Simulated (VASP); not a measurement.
# GaN (P6_3mc) in VASP: single point with PBE

Aim: the single point of GaN with PBE.

Everything below comes from runs of VASP 6.6.1. Logs are shortened: lines on timing, memory, paths and dates and some standing lists are left out, and cuts for length are marked.

## Step 1: The cell of the first run

Symmetry: P6_3mc, No. 186, hexagonal system. The conventional cell has a = 3.218 Å, b = 3.218 Å, c = 5.243 Å, α = 90.00°, β = 90.00°, γ = 120.00°. Within 2.6 Å of Ga (site symmetry 3m) lie 4 N at 1.97 to 1.98 Å. Within 2.6 Å of N (site symmetry 3m) lie 4 Ga at 1.97 to 1.98 Å.

## Step 2: Single point, PBE

INCAR reads:

```
SYSTEM = GaN
ALGO = Normal
EDIFF = 1E-6
ENCUT = 520
GGA = PE
ISIF = 2
ISMEAR = 0
LASPH = .TRUE.
LCHARG = .FALSE.
LREAL = Auto
LWAVE = .FALSE.
NBANDS = 86
NELM = 80
PREC = Accurate
SIGMA = 0.01
```

KPOINTS reads:

```
k-points
0
G
  3 3 3
  0 0 0
```

POSCAR reads:

```
GaN
1.0
    0.0000000000      0.0000000000     -5.2431683762
    3.2183708026     -5.5743817477      0.0000000000
   -6.4367416052      0.0000000000      0.0000000000
Ga N
8 8
Direct
    0.5008651413      0.3333333333      0.1666666667
    0.5008651413      0.8333333333      0.1666666667
    0.5008651413      0.3333333333      0.6666666667
    0.5008651413      0.8333333333      0.6666666667
    0.0008651413      0.1666666667      0.3333333333
    0.0008651413      0.6666666667      0.3333333333
    0.0008651413      0.1666666667      0.8333333333
    0.0008651413      0.6666666667      0.8333333333
    0.1241348587      0.3333333333      0.1666666667
    0.1241348587      0.8333333333      0.1666666667
    0.1241348587      0.3333333333      0.6666666667
    0.1241348587      0.8333333333      0.6666666667
    0.6241348587      0.1666666667      0.3333333333
    0.6241348587      0.6666666667      0.3333333333
    0.6241348587      0.1666666667      0.8333333333
    0.6241348587      0.6666666667      0.8333333333
```

Potentials or basis: VASP PAW PBE potentials, release 64 (Ga_d, N).

Run with:

```
> cat potpaw_PBE.64/Ga_d/POTCAR potpaw_PBE.64/N/POTCAR > POTCAR
> mpirun -np 1 vasp_std > vasp.out
```

OUTCAR:

```text
SYSTEM = GaN
   EDIFF = 1E-6
   ENCUT = 520
   GGA = PE
   ISIF = 2
   ISMEAR = 0
   LASPH = .TRUE.
   LREAL = Auto
   NELM = 80
   PREC = Accurate

 ion  position               nearest neighbor table
   1  0.501  0.333  0.167-  13 1.97  15 1.97  14 1.97   9 1.98
   2  0.501  0.833  0.167-  14 1.97  16 1.97  13 1.97  10 1.98
   3  0.501  0.333  0.667-  15 1.97  13 1.97  16 1.97  11 1.98
   4  0.501  0.833  0.667-  16 1.97  14 1.97  15 1.97  12 1.98
   5  0.001  0.167  0.333-   9 1.97  11 1.97  10 1.97  13 1.98
   6  0.001  0.667  0.333-  10 1.97  12 1.97   9 1.97  14 1.98
[... 8 lines left out ...]
  15  0.624  0.167  0.833-   3 1.97   1 1.97   4 1.97   7 1.98
  16  0.624  0.667  0.833-   4 1.97   2 1.97   3 1.97   8 1.98

  LATTYP: Found a hexagonal cell.
 ALAT       =     6.4367416052
 C/A-ratio  =     0.8145687209

  Lattice vectors:

 A1 = (   3.2183708026,  -5.5743817477,   0.0000000000)
 A2 = (  -6.4367416052,   0.0000000000,   0.0000000000)
 A3 = (   0.0000000000,   0.0000000000,  -5.2431683762)

Analysis of symmetry for initial positions (statically):
=====================================================================
 Subroutine PRICEL returns following result:

  LATTYP: Found a hexagonal cell.
 ALAT       =     3.2183708026
 C/A-ratio  =     1.6291374418

  Lattice vectors:

 A1 = (   1.6091854013,  -2.7871908739,   0.0000000000)
 A2 = (  -3.2183708026,   0.0000000000,   0.0000000000)
 A3 = (   0.0000000000,   0.0000000000,  -5.2431683762)

   4 primitive cells build up your supercell.

 Routine SETGRP: Setting up the symmetry group for a
 hexagonal supercell.

 Subroutine GETGRP returns: Found 12 space group operations
 (whereof  6 operations were pure point group operations)
 out of a pool of 24 trial point group operations.

The static configuration has the point symmetry C_3v.
 The point group associated with its full space group is C_6v.

Analysis of symmetry for dynamics (positions and initial velocities):
=====================================================================
 Subroutine PRICEL returns following result:

  LATTYP: Found a hexagonal cell.
 ALAT       =     3.2183708026
 C/A-ratio  =     1.6291374418

  Lattice vectors:

 A1 = (   1.6091854013,  -2.7871908739,   0.0000000000)
 A2 = (  -3.2183708026,   0.0000000000,   0.0000000000)
 A3 = (   0.0000000000,   0.0000000000,  -5.2431683762)

   4 primitive cells build up your supercell.

 Routine SETGRP: Setting up the symmetry group for a
 hexagonal supercell.

 Subroutine GETGRP returns: Found 12 space group operations
 (whereof  6 operations were pure point group operations)
 out of a pool of 24 trial point group operations.

The dynamic configuration has the point symmetry C_3v.
 The point group associated with its full space group is C_6v.

 Subroutine INISYM returns: Found 12 space group operations
 (whereof  6 operations are pure point group operations),
 and found     4 'primitive' translations

----------------------------------------------------------------------------------------

                                     Primitive cell

  volume of cell :      47.0323

  direct lattice vectors                    reciprocal lattice vectors
     1.609185401 -2.787190874  0.000000000     0.000000000 -0.358784183  0.000000000
    -3.218370803  0.000000000  0.000000000    -0.310716217 -0.179392091  0.000000000
     0.000000000  0.000000000 -5.243168376     0.000000000  0.000000000 -0.190724373

  length of vectors
     3.218370803  3.218370803  5.243168376     0.358784183  0.358784183  0.190724373

  position of ions in fractional coordinates (direct lattice)
     0.666666667  0.333333333  0.500865141
     0.333333333  0.666666667  0.000865141
     0.666666667  0.333333333  0.124134859
     0.333333333  0.666666667  0.624134859

  ion indices of the primitive-cell ions
   primitive index   ion index
                 1           1
                 2           5
                 3           9
                 4          13

----------------------------------------------------------------------------------------

 KPOINTS: k-points

Automatic generation of k-mesh.
 Grid dimensions read from file:
 generate k-points for:    3    3    3

 Generating k-lattice:

  Cartesian coordinates                     Fractional coordinates (reciprocal lattice)
     0.000000000  0.000000000 -0.063574791     0.333333333  0.000000000  0.000000000
     0.000000000 -0.059797364  0.000000000     0.000000000  0.333333333  0.000000000
    -0.051786036 -0.029898682  0.000000000     0.000000000  0.000000000  0.333333333

  Length of vectors
     0.063574791  0.059797364  0.059797364

  Shift w.r.t. Gamma in fractional coordinates (k-lattice)
     0.000000000  0.000000000  0.000000000

 Subroutine IBZKPT returns following result:
 ===========================================

 Found      6 irreducible k-points:

 Following reciprocal coordinates:
            Coordinates               Weight
  0.000000  0.000000  0.000000      1.000000
  0.333333  0.000000  0.000000      2.000000
  0.000000  0.333333  0.000000      6.000000
  0.333333  0.333333  0.000000     12.000000
  0.000000  0.333333  0.333333      2.000000
  0.333333  0.333333  0.333333      4.000000
   k-points           NKPTS =      6   k-points in BZ     NKDIM =      6   number of bands    NBANDS=     86
   number of dos      NEDOS =    301   number of ions     NIONS =     16
   total plane-waves  NPLWV =  92160
   dimension x,y,z NGX =    40 NGY =   48 NGZ =   48
   dimension x,y,z NGXF=    80 NGYF=   96 NGZF=   96
   ions per type =               8   8
   NGX,Y,Z   is equivalent  to a cutoff of  12.68, 12.40, 12.40 a.u.
   NGXF,Y,Z  is equivalent  to a cutoff of  25.37, 24.79, 24.79 a.u.
 SYSTEM =  GaN
   PREC   = accura    normal or accurate (medium, high low for compatibility)
   ISTART =      0    job   : 0-new  1-cont  2-samecut
   ICHARG =      2    charge: 1-file 2-atom 10-const
   ISPIN  =      1    spin polarized calculation?
   LNONCOLLINEAR =      F non collinear calculations
   LSORBIT =      F    spin-orbit coupling
   LASPH  =      T    aspherical Exc in radial PAW
   ENCUT  =  520.0 eV  38.22 Ry    6.18 a.u.   9.75 11.97 11.97*2*pi/ulx,y,z
   NELM   =     80;   NELMIN=  2; NELMDL= -5     # of ELM steps
   EDIFF  = 0.1E-05   stopping-criterion for ELM
   LREAL  =      T    real-space projection
   EDIFFG = 0.1E-04   stopping-criterion for IOM
   NSW    =      0    number of steps for IOM
   IBRION =     -1    ionic relax: 0-MD 1-quasi-New 2-CG
   NFREE  =      0    steps in history (QN), initial steepest desc. (CG)
   ISIF   =      2    stress and relaxation
   ISYM   =      2    0-nonsym 1-usesym 2-fastsym
   POTIM  = 0.5000    time-step for ionic-motion
   TEBEG  =    0.0;   TEEND  =   0.0 temperature during run
   PSTRESS=    0.0 pullay stress
   NELECT =     144.0000    total number of electrons
   NUPDOWN=      -1.0000    fix difference up-down
   EMIN   =  10.00;   EMAX   =-10.00  energy-range for DOS
   EFERMI =   0.00;   METHOD = LEGACY
   ISMEAR =     0;   SIGMA  =   0.01  broadening in eV -4-tet -1-fermi 0-gaus
   EFERMI_NEDOS =   21; number of points for ismear=-14 and -15
   IALGO  =     38    algorithm
   IMIX   =      4    mixing-type and parameters
     AMIX     =   0.40;   BMIX     =  1.00
     AMIX_MAG =   1.60;   BMIX_MAG =  1.00
  volume/ion in A,a.u.               =      11.76        79.35
  Fermi-wavevector in a.u.,A,eV,Ry     =   1.497534  2.829930 30.512551  2.242609
  Thomas-Fermi vector in A             =   2.609410
   LORBIT       =      0    0 simple, 1 ext, 2 COOP (PROOUT), +10 PAW based schemes
   GGA     = PE    functional components
   LHFCALC =     F    Hartree Fock is set to
   AEXX    =    0.0000 exact exchange contribution
   IVDW    =     0    specifies the selected vdW correction
   LEPSILON=     F    determine dielectric tensor
   LRPA    =     F    only Hartree local field effects (RPA)
 non-spin polarized calculation
 Gauss-broadening in eV      SIGMA  =   0.01
  energy-cutoff  :      520.00
  volume of cell :      188.13
 maximum number of plane-waves:      5076
 NGX is ok and might be reduce to    40
   NGX = 19   NGY = 23   NGZ = 23

 number of electron     143.9999826 magnetization

 Free energy of the ion-electron system (eV)
  ---------------------------------------------------
  ext. energy  EPLUGINS =         0.00000000
  ---------------------------------------------------
  free energy    TOTEN  =       -97.28573702 eV

  energy without entropy =      -97.28573702  energy(sigma->0) =      -97.28573702

 E-fermi :   5.1303     XC(G=0): -11.5140

 val. band max:        5.0132661409   @ k =   0.0000   0.0000   0.0000
 cond. band min:       6.7273674906   @ k =   0.0000   0.0000   0.0000
 fundamental gap:      1.7141013497
 Fermi energy:         5.1303497718

 k-point     1 :       0.0000    0.0000    0.0000
  band No.  band energies     occupation
      1     -10.7235      2.00000
      2      -9.9080      2.00000
      3      -9.9080      2.00000
      4      -9.9080      2.00000
      5      -9.9010      2.00000
      6      -9.7562      2.00000
[... 76 lines left out ...]
     83      10.9900      0.00000
     84      13.3578      0.00000

 k-point     2 :       0.3333    0.0000    0.0000
  band No.  band energies     occupation
      1     -10.4471      2.00000
      2     -10.0199      2.00000
      3      -9.8347      2.00000
      4      -9.8347      2.00000
      5      -9.8347      2.00000
      6      -9.7590      2.00000
[... 76 lines left out ...]
     83      12.4164      0.00000
     84      12.6991      0.00000

 k-point     3 :       0.0000    0.3333    0.0000
  band No.  band energies     occupation
      1     -10.4853      2.00000
      2     -10.0636      2.00000
      3      -9.8966      2.00000
      4      -9.8966      2.00000
      5      -9.8469      2.00000
      6      -9.7755      2.00000
[... 76 lines left out ...]
     83      11.6491      0.00000
     84      13.0433      0.00000

 k-point     4 :       0.3333    0.3333    0.0000
  band No.  band energies     occupation
      1     -10.2538      2.00000
      2      -9.9407      2.00000
      3      -9.9277      2.00000
      4      -9.8256      2.00000
      5      -9.8256      2.00000
      6      -9.7983      2.00000
[... 76 lines left out ...]
     83      12.3398      0.00000
     84      12.5712      0.00000

 k-point     5 :       0.0000    0.3333    0.3333
  band No.  band energies     occupation
      1     -10.1561      2.00000
      2     -10.1561      2.00000
      3     -10.1561      2.00000
      4      -9.7899      2.00000
      5      -9.7899      2.00000
      6      -9.7891      2.00000
[... 76 lines left out ...]
     83      12.5399      0.00000
     84      12.5400      0.00000

 k-point     6 :       0.3333    0.3333    0.3333
  band No.  band energies     occupation
      1     -10.0055      2.00000
      2     -10.0055      2.00000
      3     -10.0055      2.00000
      4      -9.8233      2.00000
      5      -9.8233      2.00000
      6      -9.8233      2.00000
[... 76 lines left out ...]
     83      12.1955      0.00000
     84      12.1957      0.00000
 [bands above 84 left out]

------------------------ aborting loop because EDIFF is reached ----------------------------------------

  FORCE on cell =-STRESS in cart. coord.  units (eV):
  Direction    XX          YY          ZZ          XY          YZ          ZX
  --------------------------------------------------------------------------------------
  -------------------------------------------------------------------------------------
  Total        0.0905744      0.0905744      0.0711745      0.0000000      0.0000000     -0.0000000
  in kB        0.7713644      0.7713644      0.6061475      0.0000000      0.0000000     -0.0000000
  external PRESSURE =       0.7162921 kB  Pullay stress =       0.0000000 kB

 VOLUME and BASIS-vectors are now :
 -----------------------------------------------------------------------------
  energy-cutoff  :      520.00
  volume of cell :      188.13
      direct lattice vectors                 reciprocal lattice vectors
     0.000000000  0.000000000 -5.243168376     0.000000000  0.000000000 -0.190724373
     3.218370803 -5.574381748  0.000000000     0.000000000 -0.179392091  0.000000000
    -6.436741605  0.000000000  0.000000000    -0.155358108 -0.089696046  0.000000000

 POSITION                                       TOTAL-FORCE (eV/Angst)
 -----------------------------------------------------------------------------------
     -0.00000     -1.85813     -2.62612         0.000000     -0.000000      0.001029
      1.60919     -4.64532     -2.62612         0.000000     -0.000000      0.001029
     -3.21837     -1.85813     -2.62612         0.000000     -0.000000      0.001029
     -1.60919     -4.64532     -2.62612         0.000000     -0.000000      0.001029
     -1.60919     -0.92906     -0.00454        -0.000000      0.000000      0.001029
      0.00000     -3.71625     -0.00454        -0.000000      0.000000      0.001029
[... 8 lines left out ...]
     -4.82756     -0.92906     -3.27244        -0.000000      0.000000     -0.001029
     -3.21837     -3.71625     -3.27244        -0.000000      0.000000     -0.001029
 -----------------------------------------------------------------------------------
    total drift:                               -0.000045     -0.000002      0.007241

  FREE ENERGIE OF THE ION-ELECTRON SYSTEM (eV)
  ---------------------------------------------------
  free  energy   TOTEN  =       -97.2857370249 eV

  energy  without entropy=      -97.2857370249  energy(sigma->0) =      -97.28573702
```

Wall time 5.2 min (1 thread of AMD EPYC 7R13, shared host); peak memory 0.28 GiB.

Results:

| Quantity | Value |
| --- | --- |
| Free energy | -97.2857 eV |
| Pressure | 0.1 GPa |
| Band gap on the k mesh | 1.71 eV |

Expect the measured gap to be larger: semilocal functionals such as PBE lack the derivative discontinuity.
